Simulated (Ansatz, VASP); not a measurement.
# Two plane-wave programs on Ag

File INCAR:

```
SYSTEM = Ag
PREC = Accurate
ENCUT = 520
EDIFF = 1E-7
ISMEAR = -1
SIGMA = 0.1
LREAL = .FALSE.
LASPH = .TRUE.
NELM = 100
ALGO = Normal
ISIF = 2
LWAVE = .FALSE.
LCHARG = .TRUE.
GGA = RE
LELF = .TRUE.
LVHAR = .TRUE.
NBANDS = 12
```

KPOINTS

```
Automatic mesh
0
G
  18 18 18
  0 0 0
```

File POSCAR:

```
Ag
1.0
    2.8226229930      0.0000000000      0.0000000000
    0.0000000000      2.8226229930      0.0000000000
    0.0000000000      0.0000000000      2.8226229930
Ag
1
Direct
    0.0000000000      0.0000000000      0.0000000000
```

Input for Ansatz:

```yaml
crystal:
  lattice:
    - [2.822622993, 0.0, 0.0]
    - [0.0, 2.822622993, 0.0]
    - [0.0, 0.0, 2.822622993]
  atoms:
    - { symbol: Ag, position: [0.0, 0.0, 0.0] }
hamiltonian:
  xc: revpbe
  pseudopotentials:
    kind: paw
    azcp:
      Ag: "pseudopotentials/Ag.paw.azcp"
basis:
  ecutwfc: 420
  fft_grid_basis: typed
kpoints:
  mp_grid: { grid: [18, 18, 18], shift: [0, 0, 0] }
magnetization:
  spin_polarized: false
scf:
  occupations: { method: fermi_dirac, width: 0.1 }
output:
  stress: true
  write_density: true
  write_potential: true
  elf: true
  volumetric_format: npy
```

Alike in both runs: task single point; functional revPBE; k mesh 18 × 18 × 18; occupations fermi-dirac, width 0.1 eV; no spin polarisation.

|  | VASP | Ansatz |
| --- | --- | --- |
| version | VASP 6.6.1 | Ansatz 0.2.0 |
| potentials or method | VASP PAW PBE potentials, release 64 (Ag), cutoff 520 eV | plane waves (420 eV) with PAW, scalar-relativistic |
| valence electrons in the cell | 11 | 19 |

```tsv
	VASP	Ansatz	Ansatz less VASP
pressure (GPa)	-2.1	-2.0	+0.04
```

VASP's potentials were made for PBE, not for revPBE. VASP's potentials hold 11 valence electrons a cell and Ansatz's 19, so a difference there can come from the potentials and not from the codes.
